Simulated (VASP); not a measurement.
Set up this calculation in VASP 6.6.1, as the native input.

```yaml
Task: single point
Functional: PBEsol
Potentials_or_basis: VASP PAW PBE potentials, release 64 (Al, Ni)
Cutoff: 520 eV
k_mesh: 12 × 9 × 1
Occupations: gaussian, width 0.1 eV
Spin: no spin polarisation
Dipole_correction: yes
Further_INCAR_settings: ALGO = Fast; EDIFF = 1e-06; NBANDS = 51
```

The structure of AlNi lies in POSCAR:

```
AlNi
1.0
    2.8621655562      0.0000000000      0.0000000000
    0.0000000000      4.0477133473      0.0000000000
    0.0000000000      0.0000000000     25.1192833684
Al Ni
6 6
Direct
    0.0000000000      0.5000000000      0.2985753968
    0.0000000000      0.0000000000      0.3791452381
    0.0000000000      0.5000000000      0.4597150794
    0.0000000000      0.0000000000      0.5402849206
    0.0000000000      0.5000000000      0.6208547619
    0.0000000000      0.0000000000      0.7014246032
    0.5000000000      0.0000000000      0.2985753968
    0.5000000000      0.5000000000      0.3791452381
    0.5000000000      0.0000000000      0.4597150794
    0.5000000000      0.5000000000      0.5402849206
    0.5000000000      0.0000000000      0.6208547619
    0.5000000000      0.5000000000      0.7014246032
```

These files were run (other wordings do the same):

INCAR

```
SYSTEM = AlNi
PREC = Accurate
ENCUT = 520
EDIFF = 1E-6
ISMEAR = 0
SIGMA = 0.1
LREAL = .False.
LASPH = .True.
NELM = 80
ALGO = Fast
ISIF = 2
LWAVE = .False.
LCHARG = .False.
LDIPOL = .True.
IDIPOL = 3
DIPOL = 0.5 0.5 0.500
GGA = PS
NBANDS = 51
```

KPOINTS

```
Automatic mesh
0
Gamma
  12 9 1
  0 0 0
```

Potentials or basis: VASP PAW PBE potentials, release 64 (Al, Ni).

Launch:

```sh
$ cat potpaw_PBE.64/Al/POTCAR potpaw_PBE.64/Ni/POTCAR > POTCAR
$ mpirun -np 1 vasp_std > vasp.out
```

It gave:

```
Largest force          : 0.672 eV/Å
Band gap on the k mesh : zero (bands 39 and 40 overlap by 1.52 eV)
```

Caveat: the PAW data sets were made with another functional, which shifts forces and pressure a little.

It took 22 min on 1 thread of Intel(R) Xeon(R) Platinum 8259CL CPU @ 2.50GHz (Skylake/Cascade Lake) (shared host), peak memory 0.59 GiB.
